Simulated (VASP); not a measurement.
Here is a VASP 6.6.1 calculation.

INCAR

```
SYSTEM = Y
PREC = Accurate
ENCUT = 520
EDIFF = 1E-6
ISMEAR = -1
SIGMA = 0.08
LREAL = .FALSE.
LASPH = .TRUE.
NELM = 60
ALGO = Normal
ISIF = 2
LWAVE = .FALSE.
LCHARG = .TRUE.
GGA = PS
LELF = .TRUE.
LVHAR = .TRUE.
NBANDS = 12
```

The input KPOINTS:

```
regular mesh
0
G
  12 12 12
  0 0 0
```

File POSCAR:

```
Y
1.0
    2.6914467593      0.0000000000      0.0000000000
    0.0000000000      2.6914467593      0.0000000000
    0.0000000000      0.0000000000      2.6914467593
Y
1
Direct
    0.0000000000      0.0000000000      0.0000000000
```

Potentials or basis: VASP PAW PBE potentials, release 64 (Y_sv).

Launch:

```bash
$ cat potpaw_PBE.64/Y_sv/POTCAR > POTCAR
$ mpirun -np 1 vasp_std > vasp.out
```

**Question.** Estimate the pressure.

**Answer.** 36.7 GPa.

Caveat: the PAW data sets were made with another functional, which shifts forces and pressure a little.
